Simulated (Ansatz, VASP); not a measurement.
One calculation of Hg, two programs

The input INCAR:

```
SYSTEM = Hg
PREC = Accurate
ENCUT = 520
EDIFF = 1E-7
ISMEAR = 0
SIGMA = 0.1
LREAL = .False.
LASPH = .True.
NELM = 60
ALGO = Fast
ISIF = 2
LWAVE = .False.
LCHARG = .False.
GGA = PE
NBANDS = 12
```

Contents of KPOINTS:

```
Automatic mesh
0
Gamma
  14 14 14
  0 0 0
```

Contents of POSCAR:

```
Hg
1.0
    2.1411322201     -1.9389417074     -0.1340385764
    2.1411322201      1.9389417074     -0.1340385764
   -0.5166297777      0.0000000000      3.0993910620
Hg
1
Direct
    0.5000000000      0.5000000000      0.5000000000
```

Input for Ansatz:

```yaml
crystal:
  lattice:
    - [2.1411322201, -1.9389417074, -0.1340385764]
    - [2.1411322201, 1.9389417074, -0.1340385764]
    - [-0.5166297777, 0.0, 3.099391062]
  atoms:
    - { symbol: Hg, position: [0.5, 0.5, 0.5] }
basis:
  ecutwfc: 420
kpoints:
  mp_grid: { grid: [14, 14, 14] }
hamiltonian:
  xc: pbe
scf:
  occupations: { method: gaussian, width: 0.1 }
output:
  forces: true
  stress: true
  eigenvalues: true
```

Alike in both runs: task single point; functional PBE; k mesh 14 × 14 × 14; occupations gaussian, width 0.1 eV; no spin polarisation.

|  | VASP | Ansatz |
| --- | --- | --- |
| version | VASP 6.6.1 | Ansatz 0.2.0 |
| potentials or method | VASP PAW PBE potentials, release 64 (Hg), cutoff 520 eV | scalar-relativistic, plane waves, PAW |
| valence electrons in the cell | 12 | 20 |

```csv
,VASP,Ansatz,Ansatz less VASP
gap on the k mesh at the Fermi level (eV),none,none,-
pressure (GPa),4.9,4.5,-0.40
"traceless stress, the component that is largest in VASP (GPa)",-3.34,-3.11,+0.226
```

A gap of «none» marks a metal or a gap that the smearing closes. VASP's potentials hold 12 valence electrons a cell and Ansatz's 20, so a difference there can come from the potentials and not from the codes.

Neither program's run includes spin-orbit coupling.
